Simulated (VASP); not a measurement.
# SiC (I-4m2) in VASP: further runs

Runs on SiC. Level: PBE. Tasks: single point.

Everything below comes from runs of VASP 6.6.1. Logs are shortened: lines on timing, memory, paths and dates and some standing lists are left out, and cuts for length are marked.

## (1) The cell of the first run

Symmetry: I-4m2, No. 119, tetragonal system. The conventional cell has a = 3.142 Å, b = 3.142 Å, c = 4.299 Å, α = 90.00°, β = 90.00°, γ = 90.00°. Within 2.5 Å of Si (site symmetry -4m2) lie 4 C at 1.90 Å. Within 2.5 Å of C (site symmetry -4m2) lie 4 Si at 1.90 Å.

## (2) Single point, PBE (epitaxial xy strain +2.0%)

The input, INCAR:

```
SYSTEM = SiC
PREC = Accurate ; ENCUT = 520
EDIFF = 1E-6 ; ISMEAR = 0
SIGMA = 0.01 ; LREAL = .False.
LASPH = .True. ; NELM = 60
ALGO = Normal ; ISIF = 2
LWAVE = .False. ; LCHARG = .False.
GGA = PE ; NBANDS = 11
```

The input, KPOINTS:

```
Automatic mesh
0
Gamma
  6 6 6
  0 0 0
```

The input, POSCAR:

```
SiC
1.0
    0.0000000000      2.2216133981      2.1493611453
    2.2216133981      0.0000000000      2.1493611453
    2.2216133981      2.2216133981      0.0000000000
Si C
1 1
Direct
    0.0000000000      0.0000000000      0.0000000000
    0.2500000000      0.2500000000      0.2500000000
```

Potentials or basis: VASP PAW PBE potentials, release 64 (Si, C).

Launch:

```console
$ cat potpaw_PBE.64/Si/POTCAR potpaw_PBE.64/C/POTCAR > POTCAR
$ mpirun -np 1 vasp_std > vasp.out
```

OUTCAR:

```text
SYSTEM = SiC
   PREC = Accurate
   ENCUT = 520
   EDIFF = 1E-6
   ISMEAR = 0
   LREAL = .False.
   LASPH = .True.
   NELM = 60
   ISIF = 2
   GGA = PE

 ion  position               nearest neighbor table
   1  0.000  0.000  0.000-   2 1.90   2 1.90   2 1.90   2 1.90
   2  0.250  0.250  0.250-   1 1.90   1 1.90   1 1.90   1 1.90

  LATTYP: Found a body centered tetragonal cell.
 ALAT       =     3.1418357979
 C/A-ratio  =     1.3682199093

  Lattice vectors:

 A1 = (   0.0000000000,  -2.2216133981,  -2.1493611453)
 A2 = (   0.0000000000,   2.2216133981,  -2.1493611453)
 A3 = (   2.2216133981,   0.0000000000,   2.1493611453)

Analysis of symmetry for initial positions (statically):
=====================================================================
 Subroutine PRICEL returns:
 Original cell was already a primitive cell.

 Routine SETGRP: Setting up the symmetry group for a
 body centered tetragonal supercell.

 Subroutine GETGRP returns: Found  8 space group operations
 (whereof  8 operations were pure point group operations)
 out of a pool of 16 trial point group operations.

The static configuration has the point symmetry D_2d.

Analysis of symmetry for dynamics (positions and initial velocities):
=====================================================================
 Subroutine PRICEL returns:
 Original cell was already a primitive cell.

 Routine SETGRP: Setting up the symmetry group for a
 body centered tetragonal supercell.

 Subroutine GETGRP returns: Found  8 space group operations
 (whereof  8 operations were pure point group operations)
 out of a pool of 16 trial point group operations.

The dynamic configuration has the point symmetry D_2d.

 Subroutine INISYM returns: Found  8 space group operations
 (whereof  8 operations are pure point group operations),
 and found     1 'primitive' translations

----------------------------------------------------------------------------------------

                                     Primitive cell

  volume of cell :      21.2166

  direct lattice vectors                    reciprocal lattice vectors
     0.000000000  2.221613398  2.149361145    -0.225061660  0.225061660  0.232627263
     2.221613398  0.000000000  2.149361145     0.225061660 -0.225061660  0.232627263
     2.221613398  2.221613398  0.000000000     0.225061660  0.225061660 -0.232627263

  length of vectors
     3.091167971  3.091167971  3.141835798     0.394234632  0.394234632  0.394234632

  position of ions in fractional coordinates (direct lattice)
     0.000000000  0.000000000  0.000000000
     0.250000000  0.250000000  0.250000000

  ion indices of the primitive-cell ions
   primitive index   ion index
                 1           1
                 2           2

----------------------------------------------------------------------------------------

 KPOINTS: Automatic mesh

Automatic generation of k-mesh.
 Grid dimensions read from file:
 generate k-points for:    6    6    6

 Generating k-lattice:

  Cartesian coordinates                     Fractional coordinates (reciprocal lattice)
    -0.037510277  0.037510277  0.038771210     0.166666667  0.000000000  0.000000000
     0.037510277 -0.037510277  0.038771210     0.000000000  0.166666667  0.000000000
     0.037510277  0.037510277 -0.038771210     0.000000000  0.000000000  0.166666667

  Length of vectors
     0.065705772  0.065705772  0.065705772

  Shift w.r.t. Gamma in fractional coordinates (k-lattice)
     0.000000000  0.000000000  0.000000000

 Subroutine IBZKPT returns following result:
 ===========================================

 Found     30 irreducible k-points:

 Following reciprocal coordinates:
            Coordinates               Weight
  0.000000  0.000000  0.000000      1.000000
  0.166667  0.000000  0.000000      8.000000
  0.333333 -0.000000  0.000000      8.000000
  0.500000 -0.000000  0.000000      4.000000
  0.166667  0.166667  0.000000      2.000000
  0.333333  0.166667  0.000000      8.000000
[... 16 lines left out ...]
  0.333333  0.000000  0.333333      4.000000
  0.500000 -0.000000  0.333333     16.000000
 [... further k-points ...]
   k-points           NKPTS =     30   k-points in BZ     NKDIM =     30   number of bands    NBANDS=     11
   number of dos      NEDOS =    301   number of ions     NIONS =      2
   total plane-waves  NPLWV =  13824
   dimension x,y,z NGX =    24 NGY =   24 NGZ =   24
   dimension x,y,z NGXF=    48 NGYF=   48 NGZF=   48
   ions per type =               1   1
   NGX,Y,Z   is equivalent  to a cutoff of  12.91, 12.91, 12.70 a.u.
   NGXF,Y,Z  is equivalent  to a cutoff of  25.81, 25.81, 25.40 a.u.
 SYSTEM =  SiC
   PREC   = accura    normal or accurate (medium, high low for compatibility)
   ISTART =      0    job   : 0-new  1-cont  2-samecut
   ICHARG =      2    charge: 1-file 2-atom 10-const
   ISPIN  =      1    spin polarized calculation?
   LNONCOLLINEAR =      F non collinear calculations
   LSORBIT =      F    spin-orbit coupling
   LASPH  =      T    aspherical Exc in radial PAW
   ENCUT  =  520.0 eV  38.22 Ry    6.18 a.u.   5.75  5.75  5.84*2*pi/ulx,y,z
   NELM   =     60;   NELMIN=  2; NELMDL= -5     # of ELM steps
   EDIFF  = 0.1E-05   stopping-criterion for ELM
   LREAL  =      F    real-space projection
   EDIFFG = 0.1E-04   stopping-criterion for IOM
   NSW    =      0    number of steps for IOM
   IBRION =     -1    ionic relax: 0-MD 1-quasi-New 2-CG
   NFREE  =      0    steps in history (QN), initial steepest desc. (CG)
   ISIF   =      2    stress and relaxation
   ISYM   =      2    0-nonsym 1-usesym 2-fastsym
   POTIM  = 0.5000    time-step for ionic-motion
   TEBEG  =    0.0;   TEEND  =   0.0 temperature during run
   PSTRESS=    0.0 pullay stress
   NELECT =       8.0000    total number of electrons
   NUPDOWN=      -1.0000    fix difference up-down
   EMIN   =  10.00;   EMAX   =-10.00  energy-range for DOS
   EFERMI =   0.00;   METHOD = LEGACY
   ISMEAR =     0;   SIGMA  =   0.01  broadening in eV -4-tet -1-fermi 0-gaus
   EFERMI_NEDOS =   21; number of points for ismear=-14 and -15
   IALGO  =     38    algorithm
   IMIX   =      4    mixing-type and parameters
     AMIX     =   0.40;   BMIX     =  1.00
     AMIX_MAG =   1.60;   BMIX_MAG =  1.00
  volume/ion in A,a.u.               =      10.61        71.59
  Fermi-wavevector in a.u.,A,eV,Ry     =   1.182713  2.235004 19.031966  1.398810
  Thomas-Fermi vector in A             =   2.318962
   LORBIT       =      0    0 simple, 1 ext, 2 COOP (PROOUT), +10 PAW based schemes
   GGA     = PE    functional components
   LHFCALC =     F    Hartree Fock is set to
   AEXX    =    0.0000 exact exchange contribution
   IVDW    =     0    specifies the selected vdW correction
   LEPSILON=     F    determine dielectric tensor
   LRPA    =     F    only Hartree local field effects (RPA)
 non-spin polarized calculation
 Gauss-broadening in eV      SIGMA  =   0.01
  energy-cutoff  :      520.00
  volume of cell :       21.22
 maximum number of plane-waves:       584
   NGX = 11   NGY = 11   NGZ = 11

 number of electron       8.0000001 magnetization

 Free energy of the ion-electron system (eV)
  ---------------------------------------------------
  ext. energy  EPLUGINS =         0.00000000
  ---------------------------------------------------
  free energy    TOTEN  =       -15.03715363 eV

  energy without entropy =      -15.03715363  energy(sigma->0) =      -15.03715363

 E-fermi :   8.0723     XC(G=0): -11.2465

 val. band max:        7.9811998055   @ k =   0.0000   0.0000   0.0000
 cond. band min:       9.0230014973   @ k =   0.5000   0.5000   0.0000
 fundamental gap:      1.0418016918
 Fermi energy:         8.0722609580

 k-point     1 :       0.0000    0.0000    0.0000
  band No.  band energies     occupation
      1      -7.3739      2.00000
      2       7.7696      2.00000
      3       7.7696      2.00000
      4       7.9812      2.00000
      5      13.7704      0.00000
      6      14.9071      0.00000
      7      15.0027      0.00000
      8      15.0027      0.00000
      9      21.7039      0.00000
     10      22.6271      0.00000
     11      23.9288      0.00000

 k-point     2 :       0.1667    0.0000    0.0000
  band No.  band energies     occupation
      1      -6.8450      2.00000
      2       5.4833      2.00000
      3       7.4044      2.00000
      4       7.6195      2.00000
      5      13.9302      0.00000
      6      15.4522      0.00000
      7      15.4765      0.00000
      8      15.9944      0.00000
      9      20.4282      0.00000
     10      20.9063      0.00000
     11      23.3921      0.00000

 k-point     3 :       0.3333   -0.0000    0.0000
  band No.  band energies     occupation
      1      -5.3507      2.00000
      2       1.7399      2.00000
      3       6.8342      2.00000
      4       7.1632      2.00000
      5      13.2390      0.00000
      6      15.1411      0.00000
      7      15.5968      0.00000
      8      17.5903      0.00000
      9      21.7756      0.00000
     10      22.0202      0.00000
     11      22.9541      0.00000

 k-point     4 :       0.5000   -0.0000    0.0000
  band No.  band energies     occupation
      1      -3.8953      2.00000
      2      -0.5635      2.00000
      3       6.6012      2.00000
      4       6.9804      2.00000
      5      12.9594      0.00000
      6      14.7209      0.00000
      7      15.2844      0.00000
      8      17.7665      0.00000
      9      23.6159      0.00000
     10      24.7366      0.00000
     11      25.0089      0.00000
[... 239 lines left out ...]
 k-point    22 :      -0.3333    0.5000    0.1667
  band No.  band energies     occupation
      1      -2.2124      2.00000
      2       0.7972      2.00000
      3       3.2875      2.00000
      4       3.4580      2.00000
      5      11.5356      0.00000
      6      14.3504      0.00000
      7      18.3332      0.00000
      8      19.9456      0.00000
      9      21.7719      0.00000
     10      25.3863      0.00000
     11      28.6893      0.00000

 k-point    23 :       0.3333    0.0000    0.3333
  band No.  band energies     occupation
      1      -4.7080      2.00000
      2       2.6795      2.00000
      3       5.3368      2.00000
      4       5.4136      2.00000
      5      10.5026      0.00000
      6      13.1033      0.00000
      7      19.2994      0.00000
      8      20.2002      0.00000
      9      20.3544      0.00000
     10      25.4020      0.00000
     11      29.6226      0.00000

 k-point    24 :       0.5000   -0.0000    0.3333
  band No.  band energies     occupation
      1      -3.2017      2.00000
      2       0.9562      2.00000
      3       3.6007      2.00000
      4       5.2179      2.00000
      5      10.6669      0.00000
      6      14.1245      0.00000
      7      19.2860      0.00000
      8      20.1781      0.00000
      9      21.6728      0.00000
     10      25.7051      0.00000
     11      28.7049      0.00000

 [... further k-points ...]
[... 5 lines left out ...]
  --------------------------------------------------------------------------------------
  -------------------------------------------------------------------------------------
  Total       -0.6384953     -0.6384953      0.4045344      0.0000000      0.0000000      0.0000000
  in kB      -48.2160808    -48.2160808     30.5484858      0.0000000      0.0000000      0.0000000
  external PRESSURE =     -21.9612253 kB  Pullay stress =       0.0000000 kB

 VOLUME and BASIS-vectors are now :
 -----------------------------------------------------------------------------
  energy-cutoff  :      520.00
  volume of cell :       21.22
      direct lattice vectors                 reciprocal lattice vectors
     0.000000000  2.221613398  2.149361145    -0.225061660  0.225061660  0.232627263
     2.221613398  0.000000000  2.149361145     0.225061660 -0.225061660  0.232627263
     2.221613398  2.221613398  0.000000000     0.225061660  0.225061660 -0.232627263

 POSITION                                       TOTAL-FORCE (eV/Angst)
 -----------------------------------------------------------------------------------
      0.00000      0.00000      0.00000         0.000000     -0.000000      0.000000
      1.11081      1.11081      1.07468        -0.000000      0.000000     -0.000000
 -----------------------------------------------------------------------------------
    total drift:                                0.000000      0.000000     -0.000000

  FREE ENERGIE OF THE ION-ELECTRON SYSTEM (eV)
  ---------------------------------------------------
  free  energy   TOTEN  =       -15.0371536316 eV

  energy  without entropy=      -15.0371536316  energy(sigma->0) =      -15.03715363
```

Run time: 8 s. Hardware: 1 thread of Intel Xeon 8259CL, shared host; peak memory 0.13 GiB.

What came out:

```yaml
Free_energy: -15.0372 eV
Pressure: -2.2 GPa
Band_gap_on_the_k_mesh: 1.04 eV, indirect (least direct gap 4.47 eV)
```

Stress tensor (GPa, compression positive):
```
-4.82  0.00  0.00
 0.00 -4.82  0.00
 0.00  0.00  3.05
```

Levels at points of the mesh, in eV from the valence-band top:
| k point | band 2 | band 3 | band 4 | band 5 | band 6 | band 7 |
| --- | --- | --- | --- | --- | --- | --- |
| (0.00, 0.00, 0.00) | -0.21 | -0.21 | 0.00 | 5.79 | 6.93 | 7.02 |
| (0.50, 0.00, 0.00) | -8.54 | -1.38 | -1.00 | 4.98 | 6.74 | 7.30 |
| (0.50, 0.50, 0.00) | -7.59 | -3.51 | -3.51 | 1.04 | 3.71 | 13.51 |
| (0.50, 0.00, 0.50) | -8.00 | -3.19 | -3.14 | 1.34 | 4.28 | 13.14 |

Caveat: the cell differs from its parent crystal (epitaxial xy strain +2.0%). A k mesh can miss the band edges.

## (3) Single point, PBE (epitaxial xy strain -4.0%)

The input, INCAR:

```
SYSTEM = SiC
PREC = Accurate
ENCUT = 520
EDIFF = 1E-7
ISMEAR = -1
SIGMA = 0.02
LREAL = .FALSE.
LASPH = .TRUE.
NELM = 80
ALGO = Normal
ISIF = 2
LWAVE = .FALSE.
LCHARG = .FALSE.
GGA = PE
NBANDS = 11
```

The input, KPOINTS:

```
Automatic mesh
0
G
  10 10 10
  0 0 0
```

The input, POSCAR:

```
SiC
1.0
    0.0000000000      2.0909302570      2.2323129173
    2.0909302570      0.0000000000      2.2323129173
    2.0909302570      2.0909302570      0.0000000000
Si C
1 1
Direct
    0.0000000000      0.0000000000      0.0000000000
    0.2500000000      0.2500000000      0.2500000000
```

Potentials or basis: VASP PAW PBE potentials, release 64 (Si, C).

Launch:

```console
$ cat potpaw_PBE.64/Si/POTCAR potpaw_PBE.64/C/POTCAR > POTCAR
$ mpirun -np 1 vasp_std > vasp.out
```

Wall time 27 s (1 thread of Intel Xeon 8259CL, shared host); peak memory 0.14 GiB.

It converged, with:

```
Free energy            : -14.9331 eV
Pressure               : 17.5 GPa
Band gap on the k mesh : 0.94 eV, indirect (least direct gap 4.53 eV)
```

Stress tensor (GPa, compression positive):
```
24.03  0.00  0.00
 0.00 24.03  0.00
 0.00  0.00  4.49
```

Levels at points of the mesh, in eV from the valence-band top:
```tsv
k point	band 1	band 2	band 3	band 4	band 5	band 6	band 7	band 8	band 9
(0.00, 0.00, 0.00)	-16.05	-0.50	0.00	0.00	6.71	7.52	7.52	7.65	13.48
(0.50, 0.00, 0.00)	-12.25	-9.04	-1.68	-0.80	5.26	7.32	7.83	10.27	16.43
(0.50, 0.50, 0.00)	-11.10	-8.73	-2.97	-2.97	1.56	5.13	14.64	14.74	14.74
(0.50, 0.00, 0.50)	-10.56	-7.87	-3.76	-3.64	0.94	3.97	13.28	15.51	15.57
```

Caveat: the cell differs from its parent crystal (epitaxial xy strain -4.0%). A k mesh can miss the band edges.

(Continued in part 2 of 2.)
